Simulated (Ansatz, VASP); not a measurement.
Two plane-wave programs on SnSe2

File INCAR:

```
  PREC = Accurate
  ENCUT = 520
  EDIFF = 1E-7
  ISMEAR = 0
  SIGMA = 0.05
  LREAL = F
  LASPH = T
  NELM = 100
  ALGO = Normal
  ISIF = 2
  LWAVE = F
  LCHARG = F
  GGA = PS
  NBANDS = 20
```

KPOINTS

```
regular mesh
0
Gamma
  6 6 4
```

The input POSCAR:

```
SnSe2
1.0
    3.8109987816      0.0000000000      0.0000000000
   -1.9054993908      3.3004217586      0.0000000000
    0.0000000000      0.0000000000      6.1370000000
Sn Se
1 2
Direct
    0.0000000000      0.0000000000      0.0000000000
    0.2455331159      0.6023924466      0.2744419097
    0.6666666667      0.3333333333      0.7500000000
```

Input for Ansatz:

```yaml
crystal:
  lattice:
    - [3.8109987816, 0.0, 0.0]
    - [-1.9054993908, 3.3004217586, 0.0]
    - [0.0, 0.0, 6.137]
  atoms:
    - { symbol: Sn, position: [0.0, 0.0, 0.0] }
    - { symbol: Se, position: [0.2455331159, 0.6023924466, 0.2744419097] }
    - { symbol: Se, position: [0.6666666667, 0.3333333333, 0.75] }
basis:
  ecutwfc: 420
kpoints:
  mp_grid: { grid: [6, 6, 4] }
hamiltonian:
  xc: pbesol
scf:
  occupations: { method: gaussian, width: 0.05 }
output:
  forces: true
  stress: true
  eigenvalues: true
```

Alike in both runs: task single point; functional PBEsol; k mesh 6 × 6 × 4; occupations gaussian, width 0.05 eV; no spin polarisation.

```csv
,VASP,Ansatz
version,VASP 6.6.1,Ansatz 0.2.0
potentials or method,"VASP PAW PBE potentials, release 64 (Sn_d, Se), cutoff 520 eV","scalar-relativistic, plane waves, PAW"
valence electrons in the cell,26,46
```

```tsv
	VASP	Ansatz	Ansatz less VASP
gap on the k mesh at the Fermi level (eV)	none	none	-
pressure (GPa)	0.6	0.5	-0.10
traceless stress, the component that is largest in VASP (GPa)	1.67	1.67	-0.006
rms of the force components (eV/Å)	0.386	0.382	-0.0031
```

VASP's potentials were made for PBE, not for PBEsol. Atom by atom the forces differ by 0.010 eV/Å (rms over components). A gap of «none» marks a metal or a gap that the smearing closes. VASP's potentials hold 26 valence electrons a cell and Ansatz's 46, so a difference there can come from the potentials and not from the codes.
